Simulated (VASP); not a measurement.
Input of a VASP 6.6.1 run:

Contents of INCAR:

```
SYSTEM = NaPd
  PREC = Accurate
  ENCUT = 520
  EDIFF = 1E-6
  ISMEAR = 0
  SIGMA = 0.1
  LREAL = .FALSE.
  LASPH = .TRUE.
  NELM = 60
  ALGO = Fast
  ISIF = 2
  LWAVE = .FALSE.
  LCHARG = .TRUE.
  GGA = PE
  LELF = .TRUE.
  LVHAR = .TRUE.
  NBANDS = 16
```

The input KPOINTS:

```
regular mesh
0
G
  24 24 10
  0 0 0
```

File POSCAR:

```
NaPd
1.0
    2.8593169030      0.0000000000      0.0000000000
   -1.4296584515      2.4762410755      0.0000000000
    0.0000000000      0.0000000000      5.3589238124
Na Pd
1 1
Direct
    0.0000000000      0.0000000000      0.0000000000
    0.0000000000      0.0000000000      0.5000000000
```

Potentials or basis: VASP PAW PBE potentials, release 64 (Na_pv, Pd).

The run is started by

```sh
$ cat potpaw_PBE.64/Na_pv/POTCAR potpaw_PBE.64/Pd/POTCAR > POTCAR
$ mpirun -np 1 vasp_std > vasp.out
```

Question: Estimate the pressure.

Answer: 0.0 GPa.

Stress tensor (GPa, compression positive):
```
-0.03  0.00  0.00
 0.00 -0.03  0.00
 0.00  0.00  0.07
```
